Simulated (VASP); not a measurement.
# Au (Fm-3m) in VASP: a series of runs

The runs below take Au through single point, with r2SCAN0.

Program: VASP 6.6.1. These are calculated values, not measurements. Logs are shortened: lines on timing, memory, paths and dates and some standing lists are left out, and cuts for length are marked.

## Step 1: The cell of the first run

The structure is cubic, space group Fm-3m (No. 225). Conventional cell: a = 4.097 Å, b = 4.097 Å, c = 4.097 Å, α = 90.00°, β = 90.00°, γ = 90.00°. Within 3.8 Å of Au (site symmetry m-3m) lie 12 Au at 2.90 Å.

## Step 2: Single point, r2SCAN0

POSCAR

```
Au
1.0
    0.0000000000      2.0484772140      2.0484772140
    2.0484772140      0.0000000000      2.0484772140
    2.0484772140      2.0484772140      0.0000000000
Au
1
Direct
    0.0000000000      0.0000000000      0.0000000000
```

INCAR.step1

```
  ALGO = Normal
  EDIFF = 1E-5
  ENCUT = 520
  GGA = PE
  ISIF = 2
  ISMEAR = -1
  LASPH = T
  LREAL = F
  LWAVE = T
  NBANDS = 12
  NELM = 80
  PREC = Accurate
  SIGMA = 0.05
```

INCAR.step2

```
  AEXX = 0.25
  ALGO = Normal
  EDIFF = 1E-6
  ENCUT = 520
  ISIF = 2
  ISMEAR = -1
  ISTART = 1
  LASPH = T
  LCHARG = T
  LELF = T
  LHFCALC = T
  LMIXTAU = T
  LREAL = F
  LVHAR = T
  LWAVE = F
  METAGGA = R2SCAN
  NBANDS = 12
  NELM = 80
  PREC = Accurate
  PRECFOCK = Normal
  SIGMA = 0.05
```

KPOINTS

```
k-points
0
Gamma
  6 6 6
```

Potentials or basis: VASP PAW PBE potentials, release 64 (Au).

Run with:

```sh
$ cat potpaw_PBE.64/Au/POTCAR > POTCAR
$ cp INCAR.step1 INCAR
$ mpirun -np 1 vasp_std > vasp.out
$ cp INCAR.step2 INCAR
$ mpirun -np 1 vasp_std > vasp.out
```

OUTCAR:

```text
AEXX = 0.25
   EDIFF = 1E-6
   ENCUT = 520
   ISIF = 2
   ISMEAR = -1
   ISTART = 1
   LASPH = T
   LHFCALC = T
   LREAL = F
   METAGGA = R2SCAN
   NELM = 80
   PREC = Accurate
   PRECFOCK = Normal

 ion  position               nearest neighbor table
   1  0.000  0.000  0.000-

  LATTYP: Found a face centered cubic cell.
 ALAT       =     4.0969544280

  Lattice vectors:

 A1 = (   0.0000000000,   2.0484772140,   2.0484772140)
 A2 = (   2.0484772140,   0.0000000000,   2.0484772140)
 A3 = (   2.0484772140,   2.0484772140,   0.0000000000)

Analysis of symmetry for initial positions (statically):
=====================================================================
 Subroutine PRICEL returns:
 Original cell was already a primitive cell.

 Routine SETGRP: Setting up the symmetry group for a
 face centered cubic supercell.

 Subroutine GETGRP returns: Found 48 space group operations
 (whereof 48 operations were pure point group operations)
 out of a pool of 48 trial point group operations.

The static configuration has the point symmetry O_h .

Analysis of symmetry for dynamics (positions and initial velocities):
=====================================================================
 Subroutine PRICEL returns:
 Original cell was already a primitive cell.

 Routine SETGRP: Setting up the symmetry group for a
 face centered cubic supercell.

 Subroutine GETGRP returns: Found 48 space group operations
 (whereof 48 operations were pure point group operations)
 out of a pool of 48 trial point group operations.

The dynamic configuration has the point symmetry O_h .

 Subroutine INISYM returns: Found 48 space group operations
 (whereof 48 operations are pure point group operations),
 and found     1 'primitive' translations

----------------------------------------------------------------------------------------

                                     Primitive cell

  volume of cell :      17.1919

  direct lattice vectors                    reciprocal lattice vectors
     0.000000000  2.048477214  2.048477214    -0.244083750  0.244083750  0.244083750
     2.048477214  0.000000000  2.048477214     0.244083750 -0.244083750  0.244083750
     2.048477214  2.048477214  0.000000000     0.244083750  0.244083750 -0.244083750

  length of vectors
     2.896984258  2.896984258  2.896984258     0.422765456  0.422765456  0.422765456

  position of ions in fractional coordinates (direct lattice)
     0.000000000  0.000000000  0.000000000

  ion indices of the primitive-cell ions
   primitive index   ion index
                 1           1

----------------------------------------------------------------------------------------

 KPOINTS: k-points

Automatic generation of k-mesh.
 Grid dimensions read from file:
 generate k-points for:    6    6    6

 Generating k-lattice:

  Cartesian coordinates                     Fractional coordinates (reciprocal lattice)
    -0.040680625  0.040680625  0.040680625     0.166666667  0.000000000  0.000000000
     0.040680625 -0.040680625  0.040680625     0.000000000  0.166666667  0.000000000
     0.040680625  0.040680625 -0.040680625     0.000000000  0.000000000  0.166666667

  Length of vectors
     0.070460909  0.070460909  0.070460909

  Shift w.r.t. Gamma in fractional coordinates (k-lattice)
     0.000000000  0.000000000  0.000000000

 Subroutine IBZKPT returns following result:
 ===========================================

 Found     16 irreducible k-points:

 Following reciprocal coordinates:
            Coordinates               Weight
  0.000000  0.000000  0.000000      1.000000
  0.166667  0.000000  0.000000      8.000000
  0.333333  0.000000  0.000000      8.000000
  0.500000  0.000000  0.000000      4.000000
  0.166667  0.166667  0.000000      6.000000
  0.333333  0.166667  0.000000     24.000000
[... 8 lines left out ...]
 -0.333333  0.333333  0.166667     24.000000
 -0.333333  0.500000  0.166667     12.000000
   k-points           NKPTS =     16   k-points in BZ     NKDIM =    216   number of bands    NBANDS=     12
   number of dos      NEDOS =    301   number of ions     NIONS =      1
   total plane-waves  NPLWV =  13824
   dimension x,y,z NGX =    24 NGY =   24 NGZ =   24
   dimension x,y,z NGXF=    48 NGYF=   48 NGZF=   48
   ions per type =               1
   NGX,Y,Z   is equivalent  to a cutoff of  13.77, 13.77, 13.77 a.u.
   NGXF,Y,Z  is equivalent  to a cutoff of  27.55, 27.55, 27.55 a.u.
 SYSTEM =  unknown system
   PREC   = accura    normal or accurate (medium, high low for compatibility)
   ISTART =      1    job   : 0-new  1-cont  2-samecut
   ICHARG =      0    charge: 1-file 2-atom 10-const
   ISPIN  =      1    spin polarized calculation?
   LNONCOLLINEAR =      F non collinear calculations
   LSORBIT =      F    spin-orbit coupling
   LASPH  =      T    aspherical Exc in radial PAW
   ENCUT  =  520.0 eV  38.22 Ry    6.18 a.u.   5.39  5.39  5.39*2*pi/ulx,y,z
   NELM   =     80;   NELMIN=  2; NELMDL=  0     # of ELM steps
   EDIFF  = 0.1E-05   stopping-criterion for ELM
   LREAL  =      F    real-space projection
   EDIFFG = 0.1E-04   stopping-criterion for IOM
   NSW    =      0    number of steps for IOM
   IBRION =     -1    ionic relax: 0-MD 1-quasi-New 2-CG
   NFREE  =      0    steps in history (QN), initial steepest desc. (CG)
   ISIF   =      2    stress and relaxation
   ISYM   =      3    0-nonsym 1-usesym 2-fastsym
   POTIM  = 0.5000    time-step for ionic-motion
   TEBEG  =    0.0;   TEEND  =   0.0 temperature during run
   PSTRESS=    0.0 pullay stress
   NELECT =      11.0000    total number of electrons
   NUPDOWN=      -1.0000    fix difference up-down
   EMIN   =  10.00;   EMAX   =-10.00  energy-range for DOS
   EFERMI =   0.00;   METHOD = LEGACY
   ISMEAR =    -1;   SIGMA  =   0.05  broadening in eV -4-tet -1-fermi 0-gaus
   EFERMI_NEDOS =   21; number of points for ismear=-14 and -15
   IALGO  =     38    algorithm
   IMIX   =      1    mixing-type and parameters
     AMIX     =   0.40;   BMIX     =  1.00
     AMIX_MAG =   1.60;   BMIX_MAG =  1.00
  volume/ion in A,a.u.               =      17.19       116.02
  Fermi-wavevector in a.u.,A,eV,Ry     =   1.410689  2.665816 27.076182  1.990043
  Thomas-Fermi vector in A             =   2.532617
   LORBIT       =      0    0 simple, 1 ext, 2 COOP (PROOUT), +10 PAW based schemes
   METAGGA = R2SCAN    functional components
   LHFCALC =     T    Hartree Fock is set to
   PRECFOCK=normal    Normal, Fast or Accurate (Low or Medium for compatibility)
   ENCUT4O =  -1.0   cutoff for four orbital integrals eV
   NKREDX  =     1    reduce k-point grid by
   NKREDY  =     1    reduce k-point grid by
   NKREDZ  =     1    reduce k-point grid by
   AEXX    =    0.2500 exact exchange contribution
   HFSCREEN=    0.0000 screening length (either q_TF or 0.3 A-1)
   HFSCREENC=   0.0000 screening length for correlation (either q_TF or 0.3 A-1)
   ENCUTFOCK=  -1.0 apply spherical cutoff to Coloumb kernel
   IVDW    =     0    specifies the selected vdW correction
   LEPSILON=     F    determine dielectric tensor
   LRPA    =     F    only Hartree local field effects (RPA)
 non-spin polarized calculation
  energy-cutoff  :      520.00
  volume of cell :       17.19
 maximum number of plane-waves:       475
 NGX is ok and might be reduce to    24
  NGX = 18; NGY = 18; NGZ = 18

 number of electron      11.0000000 magnetization

 Free energy of the ion-electron system (eV)
  ---------------------------------------------------
  ext. energy  EPLUGINS =         0.00000000
  ---------------------------------------------------
  free energy    TOTEN  =       -39.44315583 eV

  energy without entropy =      -39.43580361  energy(sigma->0) =      -39.43947972

 E-fermi :   8.6435     XC(G=0): -10.4748

 val. band max:        8.6179607378   @ k =   0.5000   0.3333   0.1667
 cond. band min:       9.9940476170   @ k =   0.5000   0.1667   0.0000
 fundamental gap:      1.3760868792
 Fermi energy:         8.6435044732

 k-point     1 :       0.0000    0.0000    0.0000
  band No.  band energies     occupation
      1      -2.3519      2.00000
      2       2.6318      2.00000
      3       2.6318      2.00000
      4       2.6318      2.00000
      5       4.2007      2.00000
      6       4.2007      2.00000
      7      25.4784      0.00000
      8      29.6765      0.00000
      9      29.6765      0.00000
     10      29.6765      0.00000
     11      34.6696      0.00000
     12      39.5755      0.00000

 k-point     2 :       0.1667    0.0000    0.0000
  band No.  band energies     occupation
      1      -1.3187      2.00000
      2       2.4411      2.00000
      3       2.8980      2.00000
      4       2.8980      2.00000
      5       4.1634      2.00000
      6       4.1634      2.00000
      7      25.1105      0.00000
      8      26.6316      0.00000
      9      30.7224      0.00000
     10      30.7224      0.00000
     11      33.7424      0.00000
     12      36.0741      0.00000

 k-point     3 :       0.3333    0.0000    0.0000
  band No.  band energies     occupation
      1       0.0249      2.00000
      2       2.7798      2.00000
      3       2.7798      2.00000
      4       4.0309      2.00000
      5       4.9425      2.00000
      6       4.9425      2.00000
      7      18.3438      0.00000
      8      25.8133      0.00000
      9      30.0581      0.00000
     10      30.0581      0.00000
     11      34.5676      0.00000
     12      34.8253      0.00000

 k-point     4 :       0.5000    0.0000    0.0000
  band No.  band energies     occupation
      1       0.0160      2.00000
      2       2.5744      2.00000
      3       2.5744      2.00000
      4       5.6092      2.00000
      5       5.6092      2.00000
      6       7.8283      2.00000
      7      13.0183      0.00000
      8      24.8795      0.00000
      9      28.2847      0.00000
     10      28.2847      0.00000
     11      36.2437      0.00000
     12      36.2437      0.00000

 k-point     5 :       0.1667    0.1667    0.0000
  band No.  band energies     occupation
      1      -0.9536      2.00000
      2       2.0074      2.00000
      3       3.2683      2.00000
      4       3.2683      2.00000
      5       3.6103      2.00000
      6       4.4999      2.00000
      7      26.9544      0.00000
      8      27.5430      0.00000
      9      28.1379      0.00000
     10      28.1379      0.00000
     11      33.2985      0.00000
     12      36.2742      0.00000
[... 108 lines left out ...]
      1       0.1594      2.00000
      2       0.4380      2.00000
      3       5.4796      2.00000
      4       6.0194      2.00000
      5       6.0194      2.00000
      6      10.7561      0.00000
      7      16.1855      0.00000
      8      20.6745      0.00000
      9      20.6745      0.00000
     10      28.2436      0.00000
     11      30.8999      0.00000
     12      39.3014      0.00000

 k-point    14 :       0.5000    0.3333    0.1667
  band No.  band energies     occupation
      1       1.5039      2.00000
      2       1.5550      2.00000
      3       2.4378      2.00000
      4       4.4877      2.00000
      5       4.8767      2.00000
      6       8.6180      1.25002
      7      19.1710      0.00000
      8      20.8731      0.00000
      9      24.2634      0.00000
     10      31.4775      0.00000
     11      31.7739      0.00000
     12      36.9953      0.00000

 k-point    15 :      -0.3333    0.3333    0.1667
  band No.  band energies     occupation
      1       1.6281      2.00000
      2       1.6283      2.00000
      3       2.6940      2.00000
      4       4.0082      2.00000
      5       5.5443      2.00000
      6      13.4391      0.00000
      7      14.0428      0.00000
      8      20.4257      0.00000
      9      22.3384      0.00000
     10      30.4914      0.00000
     11      34.6203      0.00000
     12      39.4873      0.00000

 k-point    16 :      -0.3333    0.5000    0.1667
  band No.  band energies     occupation
      1       0.9455      2.00000
      2       1.2428      2.00000
      3       3.5646      2.00000
      4       4.5740      2.00000
      5       6.0097      2.00000
      6      14.1727      0.00000
      7      15.3806      0.00000
      8      18.6522      0.00000
      9      19.9990      0.00000
     10      32.2371      0.00000
     11      32.8746      0.00000
     12      36.3990      0.00000

------------------------ aborting loop because EDIFF is reached ----------------------------------------

  FORCE on cell =-STRESS in cart. coord.  units (eV):
  Direction    XX          YY          ZZ          XY          YZ          ZX
  --------------------------------------------------------------------------------------
  -------------------------------------------------------------------------------------
  Total        0.3635101      0.3635101      0.3635101      0.0000000     -0.0000000      0.0000000
  in kB       33.8768991     33.8768991     33.8768991      0.0000000     -0.0000000      0.0000000
  external PRESSURE =      33.8768991 kB  Pullay stress =       0.0000000 kB

 VOLUME and BASIS-vectors are now :
 -----------------------------------------------------------------------------
  energy-cutoff  :      520.00
  volume of cell :       17.19
      direct lattice vectors                 reciprocal lattice vectors
     0.000000000  2.048477214  2.048477214    -0.244083750  0.244083750  0.244083750
     2.048477214  0.000000000  2.048477214     0.244083750 -0.244083750  0.244083750
     2.048477214  2.048477214  0.000000000     0.244083750  0.244083750 -0.244083750

 POSITION                                       TOTAL-FORCE (eV/Angst)
 -----------------------------------------------------------------------------------
      0.00000      0.00000      0.00000         0.000000     -0.000000     -0.000000
 -----------------------------------------------------------------------------------
    total drift:                               -0.000000      0.000000      0.000000

  FREE ENERGIE OF THE ION-ELECTRON SYSTEM (eV)
  ---------------------------------------------------
  free  energy   TOTEN  =       -39.4431558265 eV

  energy  without entropy=      -39.4358036068  energy(sigma->0) =      -39.43947972
```

Wall time 6.9 min (1 thread of Intel Xeon 6975P-C (Granite Rapids), shared host); peak memory 0.16 GiB.

What came out:

| Quantity | Value |
| --- | --- |
| Free energy | -39.4432 eV |
| Pressure | 3.4 GPa |
| Band gap on the k mesh | zero (an odd number of electrons rules out a gap without spin polarisation) |

Caveat: the k points lie up to 0.44 Å⁻¹ apart, too coarse for converged energies and pressures of a metal; the PAW data sets were made with another functional, which shifts forces and pressure a little; spin-orbit coupling is left out, which moves the levels of the heavy elements.

[end of part 1 of 2]

The gap in the log of VASP goes by the Fermi energy; the results here count the filled bands.